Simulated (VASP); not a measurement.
# InSe: single point with PBEsol

The system is InSe.

```
In Se
1.0
     4.00585    0.00000    0.00000
    -2.00293    3.46917    0.00000
     0.00000    0.00000   17.00217
In Se
4 4
Direct
  0.33333 0.66667 0.16190
  0.66667 0.33333 0.66190
  0.33333 0.66667 0.33810
  0.66667 0.33333 0.83810
  0.33333 0.66667 0.58137
  0.66667 0.33333 0.08137
  0.33333 0.66667 0.91863
  0.66667 0.33333 0.41863
```

This cell differs from its parent crystal: mode 12 (107.6 1/cm) frozen in, largest displacement -0.200 Å.

```
Program                : VASP 6.6.1
Task                   : single point
Functional             : PBEsol
Potentials or basis    : VASP PAW PBE potentials, release 64 (In_d, Se)
Cutoff                 : 520 eV
k mesh                 : 12 × 12 × 2
Occupations            : gaussian, width 0.05 eV
Spin                   : no spin polarisation
Dipole correction      : no
Further INCAR settings : ALGO = Normal; EDIFF = 1e-06; NBANDS = 48
```

- Pressure: -2.3 GPa
- Largest force: 0.647 eV/Å
- Band gap on the k mesh: 0.24 eV, indirect (least direct gap 0.27 eV)

Forces in eV/Å, atoms in the order of the input:
```
In   0.000  0.000  0.241
In   0.000  0.000  0.241
In   0.000  0.000 -0.241
In   0.000  0.000 -0.241
Se   0.000  0.000  0.647
Se   0.000  0.000  0.647
Se   0.000  0.000 -0.647
Se   0.000  0.000 -0.647
```

Stress tensor (GPa, compression positive):
```
-1.19  0.00  0.00
 0.00 -1.19  0.00
 0.00  0.00 -4.61
```

Levels at points of the mesh, in eV from the valence-band top:
| k point | band 34 | band 35 | band 36 | band 37 | band 38 | band 39 | band 40 | band 41 | band 42 | band 43 |
| --- | --- | --- | --- | --- | --- | --- | --- | --- | --- | --- |
| (0.00, 0.00, 0.00) | -0.84 | -0.84 | -0.79 | -0.79 | -0.04 | 0.24 | 2.09 | 2.19 | 2.46 | 4.25 |
| (0.50, 0.00, 0.00) | -2.05 | -2.00 | -1.78 | -1.65 | -1.09 | 0.71 | 1.19 | 1.84 | 2.09 | 2.98 |
| (0.00, 0.00, 0.50) | -1.03 | -0.81 | -0.81 | -0.81 | -0.81 | 1.26 | 1.26 | 2.43 | 2.43 | 4.62 |
| (0.50, 0.00, 0.50) | -2.22 | -1.71 | -1.71 | -1.58 | -1.58 | 1.24 | 1.24 | 1.57 | 1.57 | 3.41 |

Wall time 7.8 min on 1 thread of Intel Xeon 6975P-C (shared host), peak memory 0.54 GiB.

Caveat: the cell differs from its parent crystal (mode 12 (107.6 1/cm) frozen in, largest displacement -0.200 Å); the PAW data sets were made with another functional, which shifts forces and pressure a little; spin-orbit coupling is left out, which moves the levels of the heavy elements; this functional lacks dispersion, which binds the layers, so the pressure and a relaxed spacing across them are unreliable. A k mesh can miss the band edges.
